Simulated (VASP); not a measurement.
Wanted: the native input for a VASP 6.6.1 run.

```yaml
Task: single point
Functional: PBEsol
Potentials_or_basis: VASP PAW PBE potentials, release 64 (Ge_d)
Cutoff: 520 eV
k_mesh: 9 × 9 × 9
Occupations: gaussian, width 0.15 eV
Spin: no spin polarisation
Dipole_correction: no
Further_INCAR_settings: ALGO = Fast; EDIFF = 1e-07; NBANDS = 66
```

The structure of Ge lies in POSCAR:

```
Ge
1.0
    5.0470000000      2.9138868086      1.7183666667
   -5.0470000000      2.9138868086      1.7183666667
    0.0000000000     -5.8277736172      1.7183666667
Ge
8
Direct
    0.7160166262      0.7160166262      0.7160166262
    0.2839833738      0.2839833738      0.2839833738
    0.0302911486      0.7262027915      0.5337905696
    0.5337905696      0.0302911486      0.7262027915
    0.7262027915      0.5337905696      0.0302911486
    0.9697088514      0.2737972085      0.4662094304
    0.4662094304      0.9697088514      0.2737972085
    0.2737972085      0.4662094304      0.9697088514
```

These files were run (other wordings do the same):

INCAR

```
PREC     = Accurate       # precision mode
ENCUT    = 520            # plane-wave cutoff, eV
EDIFF    = 1E-7           # SCF threshold, eV
ISMEAR   = 0              # smearing method
SIGMA    = 0.15           # smearing width, eV
LREAL    = False          # projectors in reciprocal space
LASPH    = True           # aspherical terms in the spheres
NELM     = 60             # most SCF steps
ALGO     = Fast           # electronic algorithm
ISIF     = 2              # what is computed and relaxed
LWAVE    = False          # write WAVECAR
LCHARG   = False          # write CHGCAR
GGA      = PS             # functional
NBANDS   = 66             # bands
```

KPOINTS

```
regular mesh
0
Gamma
  9 9 9
```

Potentials or basis: VASP PAW PBE potentials, release 64 (Ge_d).

Run with:

```console
$ cat potpaw_PBE.64/Ge_d/POTCAR > POTCAR
$ mpirun -np 1 vasp_std > vasp.out
```

It gave:

The pressure is 9.5 GPa and the largest force is 2.989 eV/Å. The band gap on the k mesh is zero (bands 56 and 57 overlap by 0.47 eV).

Caveat: the stress differs along the axes, from 2 to 24 GPa; semilocal functionals underestimate gaps, and a narrow one can read as zero; the PAW data sets were made with another functional, which shifts forces and pressure a little.

Run time: 39 min on 1 thread of Oxide Virtual Turin-like Processor, with other jobs on the host, peak memory 0.86 GiB.
